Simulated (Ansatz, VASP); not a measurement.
One calculation of Rb2Pt, two programs

```
Rb Pt
1.0
     5.21719    0.00000    0.00000
    -2.60860    4.51822    0.00000
     0.00000    0.00000    5.96089
Rb Pt
2 1
Direct
  0.66667 0.33333 0.76794
  0.33333 0.66667 0.23206
  0.00000 0.00000 0.00000
```

Alike in both runs: functional PBE; k mesh 12 × 12 × 6; occupations gaussian, width 0.02 eV; no spin polarisation.

Ansatz relaxed the structure, and its values are those at the end. VASP's run is a single point on that final structure, the one shown.

```csv
,VASP,Ansatz
version,VASP 6.6.1,Ansatz 0.2.0
potentials or method,"VASP PAW PBE potentials, release 64 (Rb_sv, Pt), cutoff 520 eV","scalar-relativistic, plane waves, PAW"
valence electrons in the cell,28,36
```

Ansatz gave:

- gap on the k mesh at the Fermi level (eV): 0.64
- least direct gap on the mesh (eV): 0.65
- pressure (GPa): 0.0
- rms of the force components (eV/Å): 0.000

Problem. Estimate VASP's values.

Solution. gap on the k mesh at the Fermi level (eV): 0.63; least direct gap on the mesh (eV): 0.64; pressure (GPa): 0.0; rms of the force components (eV/Å): 0.004.

VASP's potentials hold 28 valence electrons a cell and Ansatz's 36, so a difference there can come from the potentials and not from the codes.

Neither program's run includes spin-orbit coupling.
